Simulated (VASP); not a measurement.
Set up this calculation in VASP 6.6.1, as the native input.

```
Task                               : single point
Functional                         : PBE-based screened hybrid
Potentials or basis                : VASP PAW PBE potentials, release 64 (Mg, S)
Cutoff                             : 520 eV
k mesh                             : 5 × 5 × 4
Occupations                        : fermi-dirac, width 0.05 eV
Spin                               : no spin polarisation
Dipole correction                  : no
Grid for exact exchange (PRECFOCK) : Normal
Share of exact exchange            : 0.4
Further INCAR settings             : ALGO = Normal; EDIFF = 1e-06; NBANDS = 11
Screening parameter                : 0.2 1/Å
```

The system is MgS.

```
Mg S
1.0
     0.06676    2.51847    2.70689
     3.05218    0.19366    2.57999
     3.39229    2.73167   -0.14645
Mg S
1 1
Direct
  0.99604 0.00489 0.00570
  0.75396 0.74511 0.74430
```

These files were run (other wordings do the same):

POSCAR

```
MgS
1.0
    0.0667560700      2.5184650300      2.7068920500
    3.0521833800      0.1936562600      2.5799918600
    3.3922924900      2.7316739500     -0.1464528500
Mg S
1 1
Direct
    0.9960441600      0.0048933100      0.0057007100
    0.7539558400      0.7451066900      0.7442992900
```

INCAR.step1

```
PREC     = Accurate       # precision mode
ENCUT    = 520            # plane-wave cutoff, eV
EDIFF    = 1E-5           # SCF threshold, eV
ISMEAR   = -1             # smearing method
SIGMA    = 0.05           # smearing width, eV
LREAL    = False          # projectors in reciprocal space
LASPH    = True           # aspherical terms in the spheres
NELM     = 60             # most SCF steps
ALGO     = Normal         # electronic algorithm
ISIF     = 2              # what is computed and relaxed
LWAVE    = True           # write WAVECAR
LCHARG   = False          # write CHGCAR
GGA      = PE             # functional
NBANDS   = 11             # bands
```

INCAR.step2

```
PREC     = Accurate       # precision mode
ENCUT    = 520            # plane-wave cutoff, eV
EDIFF    = 1E-6           # SCF threshold, eV
ISMEAR   = -1             # smearing method
SIGMA    = 0.05           # smearing width, eV
LREAL    = False          # projectors in reciprocal space
LASPH    = True           # aspherical terms in the spheres
NELM     = 60             # most SCF steps
ALGO     = Normal         # electronic algorithm
ISIF     = 2              # what is computed and relaxed
LWAVE    = False          # write WAVECAR
LCHARG   = False          # write CHGCAR
GGA      = PE             # functional
LHFCALC  = True           # exact exchange
AEXX     = 0.4            # exact-exchange fraction
HFSCREEN = 0.2            # screening, 1/A
PRECFOCK = Normal       
ISTART   = 1            
NBANDS   = 11             # bands
```

KPOINTS

```
Automatic mesh
0
Gamma
  5 5 4
```

Potentials or basis: VASP PAW PBE potentials, release 64 (Mg, S).

Run with:

```sh
$ cat potpaw_PBE.64/Mg/POTCAR potpaw_PBE.64/S/POTCAR > POTCAR
$ cp INCAR.step1 INCAR
$ mpirun -np 1 vasp_std > vasp.out
$ cp INCAR.step2 INCAR
$ mpirun -np 1 vasp_std > vasp.out
```

It gave:

```json
{"Pressure": "2.9 GPa", "Largest force": "1.755 eV/Å", "Band gap on the k mesh": "4.42 eV, indirect (least direct gap 4.52 eV)"}
```

Caveat: the k points lie up to 0.46 Å⁻¹ apart; the PAW data sets were made with another functional, which shifts forces and pressure a little.

It took 19 min on 1 thread of Intel Xeon 6975P-C (shared host), peak memory 0.3 GiB.
